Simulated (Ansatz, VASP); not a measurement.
RbCl: VASP beside Ansatz

Contents of INCAR:

```
SYSTEM = RbCl
PREC = Accurate
ENCUT = 500
EDIFF = 1E-6
ISMEAR = 0
SIGMA = 0.05
LREAL = .False.
LASPH = .True.
NELM = 120
ALGO = Normal
ISIF = 2
LWAVE = .False.
LCHARG = .False.
GGA = PS
NBANDS = 15
GGA_COMPAT = .False.
```

The input KPOINTS:

```
Automatic mesh
0
Gamma
  8 8 8
  0 0 0
```

Contents of POSCAR:

```
RbCl
1.0
    0.0000000000      3.2932118109      3.2932118109
    3.2932118109      0.0000000000      3.2932118109
    3.2932118109      3.2932118109      0.0000000000
Rb Cl
1 1
Direct
    0.5000000000      0.5000000000      0.5000000000
    0.0000000000      0.0000000000      0.0000000000
```

Input for Ansatz:

```yaml
crystal:
  lattice:
    - [0.0, 3.2932118109, 3.2932118109]
    - [3.2932118109, 0.0, 3.2932118109]
    - [3.2932118109, 3.2932118109, 0.0]
  atoms:
    - { symbol: Rb, position: [0.5, 0.5, 0.5] }
    - { symbol: Cl, position: [0.0, 0.0, 0.0] }
basis:
  ecutwfc: 420
  ecutrho_ratio: 4
kpoints:
  mp_grid: { grid: [8, 8, 8] }
hamiltonian:
  xc: pbesol
scf:
  occupations: { method: gaussian, width: 0.05 }
output:
  forces: true
  stress: true
  eigenvalues: true
```

Alike in both runs: task single point; functional PBEsol; k mesh 8 × 8 × 8; occupations gaussian, width 0.05 eV; no spin polarisation.

|  | VASP | Ansatz |
| --- | --- | --- |
| version | VASP 6.6.1 | Ansatz 0.2.0 |
| potentials or method | VASP PAW PBE potentials, release 64 (Rb_sv, Cl), cutoff 500 eV | scalar-relativistic, plane waves, PAW |
| valence electrons in the cell | 16 | 16 |

|  | VASP | Ansatz | Ansatz less VASP |
| --- | --- | --- | --- |
| gap on the k mesh at the Fermi level (eV) | 4.84 | 4.84 | +0.003 |
| least direct gap on the mesh (eV) | 4.84 | 4.84 | +0.003 |
| pressure (GPa) | -0.3 | -0.3 | -0.01 |

VASP's potentials were made for PBE, not for PBEsol.
